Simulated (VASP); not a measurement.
# BiBTe3 (P4/mmm) in VASP: notebook

BiBTe3 is run at these levels: PBE; tasks: single point, relaxation of cell and atoms.

Everything below comes from runs of VASP 6.6.1. Logs are shortened: lines on timing, memory, paths and dates and some standing lists are left out, and cuts for length are marked.

### 1 The cell of the first run

It takes space group P4/mmm (No. 123, tetragonal). The conventional cell has a = 3.445 Å, b = 3.445 Å, c = 12.569 Å, α = 90.00°, β = 90.00°, γ = 90.00°. Within 3.2 Å of B (site symmetry 4/mmm) lie 4 Bi at 2.44 Å. Within 3.2 Å of Bi (site symmetry 4/mmm) lie 4 B at 2.44 Å. Within 4.0 Å of Te (site symmetry 4mm) lie 5 Te at 3.06 to 3.44 Å and 1 Bi at 3.23 Å. Within 4.0 Å of Te (site symmetry 4/mmm) lie 6 Te at 3.06 to 3.44 Å.

### 2 Single point, PBE

INCAR reads:

```
PREC     = Accurate       # precision mode
ENCUT    = 520            # plane-wave cutoff, eV
EDIFF    = 1E-6           # SCF threshold, eV
ISMEAR   = 0              # smearing method
SIGMA    = 0.1            # smearing width, eV
LREAL    = F              # projectors in reciprocal space
LASPH    = T              # aspherical terms in the spheres
NELM     = 80             # most SCF steps
ALGO     = Normal         # electronic algorithm
ISIF     = 2              # what is computed and relaxed
LWAVE    = F              # write WAVECAR
LCHARG   = F              # write CHGCAR
GGA      = PE             # functional
NBANDS   = 26             # bands
```

KPOINTS reads:

```
Automatic mesh
0
Gamma
  4 4 2
```

POSCAR reads:

```
BiBTe3
1.0
    3.4446632071      0.0000000000      0.0000000000
    0.0000000000      3.4446632071      0.0000000000
    0.0000000000      0.0000000000     12.5692317909
B Bi Te
1 1 3
Direct
    0.5000000000      0.5000000000      0.5000000000
    0.0000000000      0.0000000000      0.5000000000
    0.0000000000      0.0000000000      0.7566892889
    0.0000000000      0.0000000000      0.2433107111
    0.0000000000      0.0000000000      0.0000000000
```

Potentials or basis: VASP PAW PBE potentials, release 64 (B, Bi_d, Te).

The run is started by

```console
$ cat potpaw_PBE.64/B/POTCAR potpaw_PBE.64/Bi_d/POTCAR potpaw_PBE.64/Te/POTCAR > POTCAR
$ mpirun -np 1 vasp_std > vasp.out
```

OUTCAR:

```text
PREC = Accurate
   ENCUT = 520
   EDIFF = 1E-6
   ISMEAR = 0
   LREAL = F
   LASPH = T
   NELM = 80
   ISIF = 2
   GGA = PE

 ion  position               nearest neighbor table
   1  0.500  0.500  0.500-   2 2.44   2 2.44   2 2.44   2 2.44
   2  0.000  0.000  0.500-   1 2.44   1 2.44   1 2.44   1 2.44   4 3.23   3 3.23
   3  0.000  0.000  0.757-   5 3.06   2 3.23
   4  0.000  0.000  0.243-   5 3.06   2 3.23
   5  0.000  0.000  0.000-   3 3.06   4 3.06

  LATTYP: Found a simple tetragonal cell.
 ALAT       =     3.4446632071
 C/A-ratio  =     3.6489000623

  Lattice vectors:

 A1 = (   3.4446632071,   0.0000000000,   0.0000000000)
 A2 = (   0.0000000000,   3.4446632071,   0.0000000000)
 A3 = (   0.0000000000,   0.0000000000,  12.5692317909)

Analysis of symmetry for initial positions (statically):
=====================================================================
 Subroutine PRICEL returns:
 Original cell was already a primitive cell.

 Routine SETGRP: Setting up the symmetry group for a
 simple tetragonal supercell.

 Subroutine GETGRP returns: Found 16 space group operations
 (whereof 16 operations were pure point group operations)
 out of a pool of 16 trial point group operations.

The static configuration has the point symmetry D_4h.

Analysis of symmetry for dynamics (positions and initial velocities):
=====================================================================
 Subroutine PRICEL returns:
 Original cell was already a primitive cell.

 Routine SETGRP: Setting up the symmetry group for a
 simple tetragonal supercell.

 Subroutine GETGRP returns: Found 16 space group operations
 (whereof 16 operations were pure point group operations)
 out of a pool of 16 trial point group operations.

The dynamic configuration has the point symmetry D_4h.

 Subroutine INISYM returns: Found 16 space group operations
 (whereof 16 operations are pure point group operations),
 and found     1 'primitive' translations

----------------------------------------------------------------------------------------

                                     Primitive cell

  volume of cell :     149.1428

  direct lattice vectors                    reciprocal lattice vectors
     3.444663207  0.000000000  0.000000000     0.290304143  0.000000000  0.000000000
     0.000000000  3.444663207  0.000000000     0.000000000  0.290304143  0.000000000
     0.000000000  0.000000000 12.569231791     0.000000000  0.000000000  0.079559357

  length of vectors
     3.444663207  3.444663207 12.569231791     0.290304143  0.290304143  0.079559357

  position of ions in fractional coordinates (direct lattice)
     0.500000000  0.500000000  0.500000000
     0.000000000  0.000000000  0.500000000
     0.000000000  0.000000000  0.756689289
     0.000000000  0.000000000  0.243310711
     0.000000000  0.000000000  0.000000000

  ion indices of the primitive-cell ions
   primitive index   ion index
                 1           1
                 2           2
                 3           3
                 4           4
                 5           5

----------------------------------------------------------------------------------------

 KPOINTS: Automatic mesh

Automatic generation of k-mesh.
 Grid dimensions read from file:
 generate k-points for:    4    4    2

 Generating k-lattice:

  Cartesian coordinates                     Fractional coordinates (reciprocal lattice)
     0.072576036  0.000000000  0.000000000     0.250000000  0.000000000  0.000000000
     0.000000000  0.072576036  0.000000000     0.000000000  0.250000000  0.000000000
     0.000000000  0.000000000  0.039779679     0.000000000  0.000000000  0.500000000

  Length of vectors
     0.072576036  0.072576036  0.039779679

  Shift w.r.t. Gamma in fractional coordinates (k-lattice)
     0.000000000  0.000000000  0.000000000

 Subroutine IBZKPT returns following result:
 ===========================================

 Found     12 irreducible k-points:

 Following reciprocal coordinates:
            Coordinates               Weight
  0.000000  0.000000  0.000000      1.000000
  0.250000  0.000000  0.000000      4.000000
  0.500000  0.000000  0.000000      2.000000
  0.250000  0.250000  0.000000      4.000000
  0.500000  0.250000  0.000000      4.000000
  0.500000  0.500000  0.000000      1.000000
  0.000000  0.000000  0.500000      1.000000
  0.250000  0.000000  0.500000      4.000000
  0.500000  0.000000  0.500000      2.000000
  0.250000  0.250000  0.500000      4.000000
  0.500000  0.250000  0.500000      4.000000
  0.500000  0.500000  0.500000      1.000000
   k-points           NKPTS =     12   k-points in BZ     NKDIM =     12   number of bands    NBANDS=     26
   number of dos      NEDOS =    301   number of ions     NIONS =      5
   total plane-waves  NPLWV =  75264
   dimension x,y,z NGX =    28 NGY =   28 NGZ =   96
   dimension x,y,z NGXF=    56 NGYF=   56 NGZF=  192
   ions per type =               1   1   3
   NGX,Y,Z   is equivalent  to a cutoff of  13.51, 13.51, 12.70 a.u.
   NGXF,Y,Z  is equivalent  to a cutoff of  27.03, 27.03, 25.39 a.u.
 SYSTEM =  unknown system
   PREC   = accura    normal or accurate (medium, high low for compatibility)
   ISTART =      0    job   : 0-new  1-cont  2-samecut
   ICHARG =      2    charge: 1-file 2-atom 10-const
   ISPIN  =      1    spin polarized calculation?
   LNONCOLLINEAR =      F non collinear calculations
   LSORBIT =      F    spin-orbit coupling
   LASPH  =      T    aspherical Exc in radial PAW
   ENCUT  =  520.0 eV  38.22 Ry    6.18 a.u.   6.40  6.40 23.37*2*pi/ulx,y,z
   NELM   =     80;   NELMIN=  2; NELMDL= -5     # of ELM steps
   EDIFF  = 0.1E-05   stopping-criterion for ELM
   LREAL  =      F    real-space projection
   EDIFFG = 0.1E-04   stopping-criterion for IOM
   NSW    =      0    number of steps for IOM
   IBRION =     -1    ionic relax: 0-MD 1-quasi-New 2-CG
   NFREE  =      0    steps in history (QN), initial steepest desc. (CG)
   ISIF   =      2    stress and relaxation
   ISYM   =      2    0-nonsym 1-usesym 2-fastsym
   POTIM  = 0.5000    time-step for ionic-motion
   TEBEG  =    0.0;   TEEND  =   0.0 temperature during run
   PSTRESS=    0.0 pullay stress
   NELECT =      36.0000    total number of electrons
   NUPDOWN=      -1.0000    fix difference up-down
   EMIN   =  10.00;   EMAX   =-10.00  energy-range for DOS
   EFERMI =   0.00;   METHOD = LEGACY
   ISMEAR =     0;   SIGMA  =   0.10  broadening in eV -4-tet -1-fermi 0-gaus
   EFERMI_NEDOS =   21; number of points for ismear=-14 and -15
   IALGO  =     38    algorithm
   IMIX   =      4    mixing-type and parameters
     AMIX     =   0.40;   BMIX     =  1.00
     AMIX_MAG =   1.60;   BMIX_MAG =  1.00
  volume/ion in A,a.u.               =      29.83       201.29
  Fermi-wavevector in a.u.,A,eV,Ry     =   1.019315  1.926225 14.136484  1.039002
  Thomas-Fermi vector in A             =   2.152821
   LORBIT       =      0    0 simple, 1 ext, 2 COOP (PROOUT), +10 PAW based schemes
   GGA     = PE    functional components
   LHFCALC =     F    Hartree Fock is set to
   AEXX    =    0.0000 exact exchange contribution
   IVDW    =     0    specifies the selected vdW correction
   LEPSILON=     F    determine dielectric tensor
   LRPA    =     F    only Hartree local field effects (RPA)
 non-spin polarized calculation
 Gauss-broadening in eV      SIGMA  =   0.10
  energy-cutoff  :      520.00
  volume of cell :      149.14
 maximum number of plane-waves:      4046
 NGX is ok and might be reduce to    28
   NGX = 13   NGY = 13   NGZ = 47

 number of electron      35.9999993 magnetization

 Free energy of the ion-electron system (eV)
  ---------------------------------------------------
  ext. energy  EPLUGINS =         0.00000000
  ---------------------------------------------------
  free energy    TOTEN  =       -16.91938534 eV

  energy without entropy =      -16.89835176  energy(sigma->0) =      -16.90886855

 E-fermi :   5.3825     XC(G=0):  -9.2252

 val. band max:        5.3769986956   @ k =   0.5000   0.2500   0.5000
 cond. band min:       5.3961343523   @ k =   0.5000   0.2500   0.0000
 fundamental gap:      0.0191356567
 Fermi energy:         5.3825272319

 k-point     1 :       0.0000    0.0000    0.0000
  band No.  band energies     occupation
      1     -17.5020      2.00000
      2     -17.4592      2.00000
      3     -17.3431      2.00000
      4     -17.3431      2.00000
      5     -17.2909      2.00000
      6      -8.2185      2.00000
[... 18 lines left out ...]
     25      11.3045      0.00000
     26      11.9684      0.00000

 k-point     2 :       0.2500    0.0000    0.0000
  band No.  band energies     occupation
      1     -17.4875      2.00000
      2     -17.3745      2.00000
      3     -17.3729      2.00000
      4     -17.3403      2.00000
      5     -17.3355      2.00000
      6      -7.5425      2.00000
[... 18 lines left out ...]
     25      11.4960      0.00000
     26      12.0275      0.00000

 k-point     3 :       0.5000    0.0000    0.0000
  band No.  band energies     occupation
      1     -17.4820      2.00000
      2     -17.4026      2.00000
      3     -17.3794      2.00000
      4     -17.3376      2.00000
      5     -17.2806      2.00000
      6      -6.4097      2.00000
[... 18 lines left out ...]
     25       9.5954      0.00000
     26       9.7731      0.00000

 k-point     4 :       0.2500    0.2500    0.0000
  band No.  band energies     occupation
      1     -17.4348      2.00000
      2     -17.3826      2.00000
      3     -17.3704      2.00000
      4     -17.3679      2.00000
      5     -17.3255      2.00000
      6      -6.8677      2.00000
[... 18 lines left out ...]
     25      11.5522      0.00000
     26      11.6004      0.00000

 k-point     5 :       0.5000    0.2500    0.0000
  band No.  band energies     occupation
      1     -17.4291      2.00000
      2     -17.4141      2.00000
      3     -17.3977      2.00000
      4     -17.3653      2.00000
      5     -17.2439      2.00000
      6      -5.7995      2.00000
[... 18 lines left out ...]
     25      10.7106      0.00000
     26      11.2061      0.00000

 k-point     6 :       0.5000    0.5000    0.0000
  band No.  band energies     occupation
      1     -17.4778      2.00000
      2     -17.3928      2.00000
      3     -17.3928      2.00000
      4     -17.3718      2.00000
      5     -17.1810      2.00000
      6      -5.0091      2.00000
[... 18 lines left out ...]
     25      10.0296      0.00000
     26      10.0296      0.00000

 k-point     7 :       0.0000    0.0000    0.5000
  band No.  band energies     occupation
      1     -17.5020      2.00000
      2     -17.4592      2.00000
      3     -17.3431      2.00000
      4     -17.3431      2.00000
      5     -17.2910      2.00000
      6      -8.2108      2.00000
[... 18 lines left out ...]
     25      11.4241      0.00000
     26      11.5832      0.00000

 k-point     8 :       0.2500    0.0000    0.5000
  band No.  band energies     occupation
      1     -17.4875      2.00000
      2     -17.3745      2.00000
      3     -17.3730      2.00000
      4     -17.3403      2.00000
      5     -17.3355      2.00000
      6      -7.5302      2.00000
[... 18 lines left out ...]
     25      11.8758      0.00000
     26      12.0241      0.00000

 k-point     9 :       0.5000    0.0000    0.5000
  band No.  band energies     occupation
      1     -17.4820      2.00000
      2     -17.4025      2.00000
      3     -17.3794      2.00000
      4     -17.3376      2.00000
      5     -17.2806      2.00000
      6      -6.3507      2.00000
[... 18 lines left out ...]
     25       9.3127      0.00000
     26      10.0627      0.00000

 k-point    10 :       0.2500    0.2500    0.5000
  band No.  band energies     occupation
      1     -17.4347      2.00000
      2     -17.3825      2.00000
      3     -17.3703      2.00000
      4     -17.3679      2.00000
      5     -17.3255      2.00000
      6      -6.8465      2.00000
[... 18 lines left out ...]
     25      11.8396      0.00000
     26      12.0420      0.00000

 k-point    11 :       0.5000    0.2500    0.5000
  band No.  band energies     occupation
      1     -17.4291      2.00000
      2     -17.4141      2.00000
      3     -17.3977      2.00000
      4     -17.3653      2.00000
      5     -17.2440      2.00000
      6      -5.6900      2.00000
[... 18 lines left out ...]
     25      10.6079      0.00000
     26      11.4450      0.00000

 k-point    12 :       0.5000    0.5000    0.5000
  band No.  band energies     occupation
      1     -17.4778      2.00000
      2     -17.3928      2.00000
      3     -17.3928      2.00000
      4     -17.3718      2.00000
      5     -17.1810      2.00000
      6      -4.8936      2.00000
[... 18 lines left out ...]
     25       9.3998      0.00000
     26      10.6981      0.00000

------------------------ aborting loop because EDIFF is reached ----------------------------------------

  FORCE on cell =-STRESS in cart. coord.  units (eV):
  Direction    XX          YY          ZZ          XY          YZ          ZX
  --------------------------------------------------------------------------------------
  -------------------------------------------------------------------------------------
  Total       -0.0264969     -0.0264969     -0.0766298      0.0000000      0.0000000      0.0000000
  in kB       -0.2846448     -0.2846448     -0.8232017      0.0000000      0.0000000      0.0000000
  external PRESSURE =      -0.4641638 kB  Pullay stress =       0.0000000 kB

 VOLUME and BASIS-vectors are now :
 -----------------------------------------------------------------------------
  energy-cutoff  :      520.00
  volume of cell :      149.14
      direct lattice vectors                 reciprocal lattice vectors
     3.444663207  0.000000000  0.000000000     0.290304143  0.000000000  0.000000000
     0.000000000  3.444663207  0.000000000     0.000000000  0.290304143  0.000000000
     0.000000000  0.000000000 12.569231791     0.000000000  0.000000000  0.079559357

 POSITION                                       TOTAL-FORCE (eV/Angst)
 -----------------------------------------------------------------------------------
      1.72233      1.72233      6.28462        -0.000000      0.000000      0.000000
      0.00000      0.00000      6.28462        -0.000000      0.000000      0.000000
      0.00000      0.00000      9.51100         0.000000     -0.000000     -0.002531
      0.00000      0.00000      3.05823         0.000000      0.000000      0.002531
      0.00000      0.00000      0.00000        -0.000000      0.000000      0.000000
 -----------------------------------------------------------------------------------
    total drift:                               -0.000000     -0.000000      0.000000

  FREE ENERGIE OF THE ION-ELECTRON SYSTEM (eV)
  ---------------------------------------------------
  free  energy   TOTEN  =       -16.9193853354 eV

  energy  without entropy=      -16.8983517631  energy(sigma->0) =      -16.90886855
```

Run time: 31 s. Hardware: 1 thread of Intel Xeon 6975P-C (Granite Rapids), shared host; peak memory 0.27 GiB.

Results:

| Item | Value |
| --- | --- |
| Free energy | -16.9194 eV |
| Pressure | 0.0 GPa |
| Band gap on the k mesh | zero (band 18 reaches 7.04 eV, above the bottom of band 19 at 3.32 eV) |

Forces in eV/Å, atoms in the order of the input:
```
B    0.000  0.000  0.000
Bi   0.000  0.000  0.000
Te   0.000  0.000 -0.003
Te   0.000  0.000  0.003
Te   0.000  0.000  0.000
```

Levels at points of the mesh, in eV from the Fermi level:
| k point | band 15 | band 16 | band 17 | band 18 | band 19 | band 20 | band 21 | band 22 |
| --- | --- | --- | --- | --- | --- | --- | --- | --- |
| (0.00, 0.00, 0.00) | -0.45 | 0.80 | 0.80 | 1.41 | 1.41 | 1.76 | 2.07 | 2.07 |
| (0.50, 0.00, 0.00) | -0.98 | -0.54 | 0.02 | 1.58 | 1.61 | 2.29 | 2.67 | 3.71 |
| (0.50, 0.50, 0.00) | -3.05 | -2.74 | -2.74 | -1.98 | -1.98 | 0.08 | 0.58 | 0.74 |
| (0.00, 0.00, 0.50) | -0.26 | 0.78 | 0.78 | 0.99 | 1.48 | 1.48 | 2.03 | 2.03 |
| (0.50, 0.00, 0.50) | -2.75 | 0.13 | 1.58 | 1.65 | 1.87 | 2.12 | 2.13 | 2.87 |
| (0.50, 0.50, 0.50) | -2.62 | -2.62 | -2.40 | -2.06 | -2.06 | -1.57 | 0.58 | 2.96 |

Caveat: the k points lie up to 0.46 Å⁻¹ apart; spin-orbit coupling is left out, which moves the levels of the heavy elements.

### 3 Single point, PBE

This run uses another cell than the first one, of 34.91 Å³/atom, 1.170 times its volume.

INCAR reads:

```
SYSTEM = BiBTe3
PREC = Accurate
ENCUT = 520
EDIFF = 1E-6
ISMEAR = 0
SIGMA = 0.1
LREAL = .False.
LASPH = .True.
NELM = 80
ALGO = Normal
ISIF = 2
LWAVE = .False.
LCHARG = .False.
GGA = PE
NBANDS = 26
```

KPOINTS reads:

```
regular mesh
0
Gamma
  4 4 2
  0 0 0
```

POSCAR reads:

```
BiBTe3
1.0
    4.3155205400      0.0000000000      0.0000000000
    0.0000000000      4.3155205400      0.0000000000
    0.0000000000      0.0000000000      9.3735487900
B Bi Te
1 1 3
Direct
    0.5000000000      0.5000000000      0.5000000000
    0.0000000000      0.0000000000      0.5000000000
    0.0000000000      0.0000000000      0.7139505300
    0.0000000000      0.0000000000      0.2860494700
    0.0000000000      0.0000000000      0.0000000000
```

Potentials or basis: VASP PAW PBE potentials, release 64 (B, Bi_d, Te).

The run is started by

```console
$ cat potpaw_PBE.64/B/POTCAR potpaw_PBE.64/Bi_d/POTCAR potpaw_PBE.64/Te/POTCAR > POTCAR
$ mpirun -np 1 vasp_std > vasp.out
```

It took 30 s on 1 thread of Intel Xeon 6975P-C (Granite Rapids), shared host; peak memory 0.27 GiB.

Results (log left out):

- Free energy: 2.2895 eV
- Pressure: 42.2 GPa
- Largest force: 30.880 eV/Å
- Band gap on the k mesh: zero (band 18 reaches 4.60 eV, above the bottom of band 19 at 3.60 eV)

Forces on the atoms (eV/Å):
```
B     0.000   0.000   0.000
Bi    0.000   0.000   0.000
Te    0.000   0.000  30.880
Te    0.000   0.000 -30.880
Te    0.000   0.000   0.000
```

Stress tensor (GPa, compression positive):
```
 -1.79   0.00   0.00
  0.00  -1.79   0.00
  0.00   0.00 130.22
```

Levels at points of the mesh, in eV from the Fermi level:
```csv
k point,band 14,band 15,band 16,band 17,band 18,band 19,band 20,band 21
"(0.00, 0.00, 0.00)",-1.73,-1.73,-0.97,-0.97,0.02,0.99,0.99,2.16
"(0.50, 0.00, 0.00)",-3.60,-1.92,-1.52,-0.55,-0.29,0.09,1.17,1.43
"(0.50, 0.50, 0.00)",-3.10,-3.10,-2.44,-2.44,0.02,0.21,0.21,2.64
"(0.00, 0.00, 0.50)",-2.21,-2.21,-1.28,0.02,0.18,0.18,0.37,0.37
"(0.50, 0.00, 0.50)",-3.18,-2.00,-1.71,-1.25,-0.08,0.10,0.39,0.62
"(0.50, 0.50, 0.50)",-3.60,-3.08,-1.18,-1.18,-0.85,-0.76,-0.76,0.01
```

Caveat: the k points lie up to 0.36 Å⁻¹ apart; spin-orbit coupling is left out, which moves the levels of the heavy elements; forces of over 1 eV/Å act on the atoms, so gaps and moduli don't describe the material at rest.

(Part 1 of 2 ends here.)
